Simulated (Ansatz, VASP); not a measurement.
# Cu: VASP beside Ansatz

```
Cu
1.0
     0.00000    2.78055    2.78055
     2.78055    0.00000    2.78055
     2.78055    2.78055    0.00000
Cu
3
Cartesian
  1.3903 1.3903 1.3903
  4.1708 4.1708 4.1708
  2.7806 2.7806 2.7806
```

Alike in both runs: functional PBE; k mesh 14 × 14 × 14; occupations gaussian, width 0.1 eV; no spin polarisation.

Ansatz relaxed the structure, and its values are those at the end. VASP's run is a single point on that final structure, the one shown.

|  | VASP | Ansatz |
| --- | --- | --- |
| version | VASP 6.6.1 | Ansatz 0.2.0 |
| potentials or method | VASP PAW PBE potentials, release 64 (Cu), cutoff 520 eV | scalar-relativistic, plane waves, PAW |
| valence electrons in the cell | 33 | 57 |

```tsv
	VASP	Ansatz	Ansatz less VASP
gap on the k mesh at the Fermi level (eV)	none	none	-
pressure (GPa)	0.3	0.0	-0.34
```

A gap of «none» marks a metal or a gap that the smearing closes. With one functional, cell and mesh, what is left measures potentials, basis and numerics. VASP's potentials hold 33 valence electrons a cell and Ansatz's 57, so a difference there can come from the potentials and not from the codes.
